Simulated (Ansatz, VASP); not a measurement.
# AlN: VASP beside Ansatz

```
Al N
1.0
     3.09233    0.00000    0.00000
    -1.54617    2.67804    0.00000
     0.00000    0.00000    4.98100
Al N
2 2
Direct
  0.33333 0.66667 0.00064
  0.66667 0.33333 0.50064
  0.33333 0.66667 0.38136
  0.66667 0.33333 0.88136
```

Alike in both runs: functional LDA; k mesh 8 × 8 × 5; occupations gaussian, width 0.05 eV; no spin polarisation.

Ansatz relaxed the structure, and its values are those at the end. VASP's run is a single point on that final structure, the one shown.

```csv
,VASP,Ansatz
version,VASP 6.6.1,Ansatz 0.2.0
potentials or method,"VASP PAW LDA potentials, release 64 (Al, N)","scalar-relativistic, plane waves, PAW"
plane-wave cutoff (eV),520,420
valence electrons in the cell,16,16
```

Ansatz gave:

- pressure (GPa): -2.0

Problem. Estimate VASP's values.

Solution. Pressure (GPa): -1.4.

LDA's correlation is that of Perdew and Zunger in VASP and of Perdew and Wang (1992) in Ansatz. Ansatz's warnings: stress scf threshold loose.
